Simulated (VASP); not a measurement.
# Pt (Fm-3m) in VASP: elastic constants with LDA

Aim: the elastic constants of Pt with LDA.

All numbers are computed with VASP 6.6.1; they aren't measurements. Logs are shortened: lines on timing, memory, paths and dates and some standing lists are left out, and cuts for length are marked.

### 1 The cell of the first run

The structure is cubic, space group Fm-3m (No. 225). Conventional cell: a = 3.943 Å, b = 3.943 Å, c = 3.943 Å, α = 90.00°, β = 90.00°, γ = 90.00°. Within 3.7 Å of Pt (site symmetry m-3m) lie 12 Pt at 2.79 Å.

### 2 Elastic constants, LDA

Input file INCAR:

```
ALGO = Normal
EDIFF = 1E-8
ENCUT = 600
IBRION = 6
ISIF = 3
ISMEAR = -1
LASPH = T
LCHARG = F
LREAL = F
LWAVE = F
NBANDS = 11
NELM = 100
NFREE = 2
NSW = 1
POTIM = 0.015
PREC = Accurate
SIGMA = 0.15
```

Input file KPOINTS:

```
k-points
0
Gamma
  18 18 18
```

Input file POSCAR:

```
Pt
1.0
    0.0000000000      1.9715751800      1.9715751800
    1.9715751800      0.0000000000      1.9715751800
    1.9715751800      1.9715751800      0.0000000000
Pt
1
Direct
    0.0000000000      0.0000000000      0.0000000000
```

Potentials or basis: VASP PAW LDA potentials, release 64 (Pt).

The run is started by

```bash
$ cat potpaw_LDA.64/Pt/POTCAR > POTCAR
$ mpirun -np 1 vasp_std > vasp.out
```

OUTCAR:

```text
EDIFF = 1E-8
   ENCUT = 600
   IBRION = 6
   ISIF = 3
   ISMEAR = -1
   LASPH = T
   LREAL = F
   NELM = 100
   NFREE = 2
   NSW = 1
   POTIM = 0.015
   PREC = Accurate

 ion  position               nearest neighbor table
   1  0.000  0.000  0.000-

  LATTYP: Found a face centered cubic cell.
 ALAT       =     3.9431503600

  Lattice vectors:

 A1 = (   0.0000000000,   1.9715751800,   1.9715751800)
 A2 = (   1.9715751800,   0.0000000000,   1.9715751800)
 A3 = (   1.9715751800,   1.9715751800,   0.0000000000)

Analysis of symmetry for initial positions (statically):
=====================================================================
 Subroutine PRICEL returns:
 Original cell was already a primitive cell.

 Routine SETGRP: Setting up the symmetry group for a
 face centered cubic supercell.

 Subroutine GETGRP returns: Found 48 space group operations
 (whereof 48 operations were pure point group operations)
 out of a pool of 48 trial point group operations.

The static configuration has the point symmetry O_h .

Analysis of symmetry for dynamics (positions and initial velocities):
=====================================================================
 Subroutine PRICEL returns:
 Original cell was already a primitive cell.

 Routine SETGRP: Setting up the symmetry group for a
 face centered cubic supercell.

 Subroutine GETGRP returns: Found 48 space group operations
 (whereof 48 operations were pure point group operations)
 out of a pool of 48 trial point group operations.

The dynamic configuration has the point symmetry O_h .

 Subroutine INISYM returns: Found 48 space group operations
 (whereof 48 operations are pure point group operations),
 and found     1 'primitive' translations

----------------------------------------------------------------------------------------

                                     Primitive cell

  volume of cell :      15.3275

  direct lattice vectors                    reciprocal lattice vectors
     0.000000000  1.971575180  1.971575180    -0.253604329  0.253604329  0.253604329
     1.971575180  0.000000000  1.971575180     0.253604329 -0.253604329  0.253604329
     1.971575180  1.971575180  0.000000000     0.253604329  0.253604329 -0.253604329

  length of vectors
     2.788228359  2.788228359  2.788228359     0.439255582  0.439255582  0.439255582

  position of ions in fractional coordinates (direct lattice)
     0.000000000  0.000000000  0.000000000

  ion indices of the primitive-cell ions
   primitive index   ion index
                 1           1

----------------------------------------------------------------------------------------

 KPOINTS: k-points

Automatic generation of k-mesh.
 Grid dimensions read from file:
 generate k-points for:   18   18   18

 Generating k-lattice:

  Cartesian coordinates                     Fractional coordinates (reciprocal lattice)
    -0.014089129  0.014089129  0.014089129     0.055555556  0.000000000  0.000000000
     0.014089129 -0.014089129  0.014089129     0.000000000  0.055555556  0.000000000
     0.014089129  0.014089129 -0.014089129     0.000000000  0.000000000  0.055555556

  Length of vectors
     0.024403088  0.024403088  0.024403088

  Shift w.r.t. Gamma in fractional coordinates (k-lattice)
     0.000000000  0.000000000  0.000000000

 Subroutine IBZKPT returns following result:
[... 95 lines left out ...]
  free energy    TOTEN  =        -7.55074590 eV

  energy without entropy =       -7.43760366  energy(sigma->0) =       -7.49417478

------------------------ aborting loop because EDIFF is reached ----------------------------------------

  FORCE on cell =-STRESS in cart. coord.  units (eV):
  Direction    XX          YY          ZZ          XY          YZ          ZX
  --------------------------------------------------------------------------------------
  -------------------------------------------------------------------------------------
  Total       -0.8575239     -0.8575239     -0.8575239     -0.0000000      0.0000000     -0.0000000
  in kB      -89.6368879    -89.6368879    -89.6368879     -0.0000000      0.0000000     -0.0000000
  external PRESSURE =     -89.6368879 kB  Pullay stress =       0.0000000 kB
[... 86 lines left out ...]
  FREE ENERGIE OF THE ION-ELECTRON SYSTEM (eV)
  ---------------------------------------------------
  free  energy   TOTEN  =        -7.5600297984 eV

  energy  without entropy=       -7.4488557775  energy(sigma->0) =       -7.50444279

[... ionic steps 4 to 12 ...]

--------------------------------------- Ionic step       13  -------------------------------------------

 number of electron      10.0000001 magnetization

------------------------ aborting loop because EDIFF is reached ----------------------------------------
[... 65 lines left out ...]
--------------------------------------- Ionic step       15  -------------------------------------------

 number of electron      10.0000000 magnetization

 Free energy of the ion-electron system (eV)
  ---------------------------------------------------
  ext. energy  EPLUGINS =         0.00000000
  ---------------------------------------------------
  free energy    TOTEN  =        -7.55074585 eV

  energy without entropy =       -7.43760362  energy(sigma->0) =       -7.49417474

 E-fermi :  10.8460     XC(G=0): -13.5937

 val. band max:       10.8459256125   @ k =  -0.4444   0.2778   0.0556
 cond. band min:      10.8475276110   @ k =   0.4444   0.1111   0.0000
 fundamental gap:      0.0016019985
 Fermi energy:        10.8459976136

 k-point     1 :       0.0000    0.0000    0.0000
  band No.  band energies     occupation
      1       0.7604      2.00000
      2       7.1071      2.00000
      3       7.1071      2.00000
      4       7.1071      2.00000
      5       9.2394      1.99996
      6       9.2394      1.99996
      7      25.4958      0.00000
      8      30.3208      0.00000
      9      30.3208      0.00000
     10      30.3208      0.00000
     11      35.7142      0.00000
[... 309 lines left out ...]
 k-point    24 :      -0.2222    0.0556    0.0000
  band No.  band energies     occupation
      1       2.7800      2.00000
      2       6.6318      2.00000
      3       7.4985      2.00000
      4       7.5636      2.00000
      5       9.0460      1.99999
      6       9.7120      1.99896
      7      24.4088      0.00000
      8      27.3368      0.00000
      9      31.6731      0.00000
     10      33.1348      0.00000
     11      34.3668      0.00000

 [... further k-points ...]

------------------------ aborting loop because EDIFF is reached ----------------------------------------

  FORCE on cell =-STRESS in cart. coord.  units (eV):
  Direction    XX          YY          ZZ          XY          YZ          ZX
  --------------------------------------------------------------------------------------
  -------------------------------------------------------------------------------------
  Total       -0.8575250     -0.8575250     -0.8575250      0.0000000      0.0000000      0.0000000
  in kB      -89.6370049    -89.6370049    -89.6370049      0.0000000      0.0000000      0.0000000
  external PRESSURE =     -89.6370049 kB  Pullay stress =       0.0000000 kB
[... 16 lines left out ...]
  FREE ENERGIE OF THE ION-ELECTRON SYSTEM (eV)
  ---------------------------------------------------
  free  energy   TOTEN  =        -7.5507458478 eV

  energy  without entropy=       -7.4376036241  energy(sigma->0) =       -7.49417474

 INTERNAL STRAIN TENSORS FROM STRAINED CELLS
 ============================================

 INTERNAL STRAIN TENSOR FOR ION    1 for displacements in x,y,z  (eV/Angst):
          X           Y           Z          XY          YZ          ZX
  --------------------------------------------------------------------------------
  x     0.00000     0.00000    -0.00000     0.00000     0.00000    -0.00000
  y     0.00000     0.00000     0.00000     0.00000     0.00000     0.00000
  z     0.00000    -0.00000     0.00000     0.00000     0.00000     0.00000

 INTERNAL STRAIN TENSORS FROM DISPLACED ATOMS
 ============================================

 INTERNAL STRAIN TENSOR FOR ION    1 for displacements in x,y,z  (eV/Angst):
          X           Y           Z          XY          YZ          ZX
  --------------------------------------------------------------------------------
  x     0.00000     0.00000     0.00000     0.00000     0.00000     0.00000
  y     0.00000     0.00000     0.00000     0.00000     0.00000     0.00000
  z     0.00000     0.00000     0.00000     0.00000     0.00000     0.00000

 Eigenvectors and eigenvalues of the dynamical matrix
 ----------------------------------------------------

   1 f/i=    0.000000 THz     0.000000 2PiTHz    0.000000 cm-1     0.000000 meV
             X         Y         Z           dx          dy          dz
      0.000000  0.000000  0.000000     0.733197    0.680017    0.000000

   2 f/i=    0.000000 THz     0.000000 2PiTHz    0.000000 cm-1     0.000000 meV
             X         Y         Z           dx          dy          dz
      0.000000  0.000000  0.000000    -0.680017    0.733197    0.000000

   3 f/i=    0.000000 THz     0.000000 2PiTHz    0.000000 cm-1     0.000000 meV
             X         Y         Z           dx          dy          dz
      0.000000  0.000000  0.000000     0.000000    0.000000    1.000000

--------------------------------------------------------------------------------------------------------

 ELASTIC MODULI CONTR FROM IONIC RELAXATION (kBar)
 Direction    XX          YY          ZZ          XY          YZ          ZX
 --------------------------------------------------------------------------------
 XX           0.0000      0.0000      0.0000      0.0000      0.0000      0.0000
 YY           0.0000      0.0000      0.0000      0.0000      0.0000      0.0000
 ZZ           0.0000      0.0000      0.0000      0.0000      0.0000      0.0000
 XY           0.0000      0.0000      0.0000      0.0000      0.0000      0.0000
 YZ           0.0000      0.0000      0.0000      0.0000      0.0000      0.0000
 ZX           0.0000      0.0000      0.0000      0.0000      0.0000      0.0000
 --------------------------------------------------------------------------------

 TOTAL ELASTIC MODULI (kBar)
 Direction    XX          YY          ZZ          XY          YZ          ZX
 --------------------------------------------------------------------------------
 XX        3303.2508   2280.0896   2280.0896      0.0000     -0.0000      0.0000
 YY        2280.0896   3303.2508   2280.0896      0.0000      0.0000      0.0000
 ZZ        2280.0896   2280.0896   3303.2508     -0.0000     -0.0000     -0.0000
 XY           0.0000      0.0000     -0.0000    813.7540     -0.0000      0.0000
 YZ          -0.0000      0.0000     -0.0000     -0.0000    813.7540      0.0000
 ZX           0.0000      0.0000     -0.0000      0.0000      0.0000    813.7540
 --------------------------------------------------------------------------------
```

Wall time 13 min (1 thread of AMD EPYC 9R45 (Zen 5), shared host); peak memory 0.6 GiB.

What came out:

```
Elastic constants C11, C12, C44 : 330, 228, 81 GPa
Voigt bulk modulus              : 262 GPa
```

Elastic tensor in Voigt notation (GPa, in the Cartesian axes of the cell as first typed):
```
330 228 228   0   0   0
228 330 228   0   0   0
228 228 330   0   0   0
  0   0   0  81   0   0
  0   0   0   0  81   0
  0   0   0   0   0  81
```

Clamped-ion elastic tensor (GPa):
```
330 228 228   0   0   0
228 330 228   0   0   0
228 228 330   0   0   0
  0   0   0  81   0   0
  0   0   0   0  81   0
  0   0   0   0   0  81
```

Caveat: the cell is under stress, which shifts elastic constants; spin-orbit coupling is left out, which moves the levels of the heavy elements.
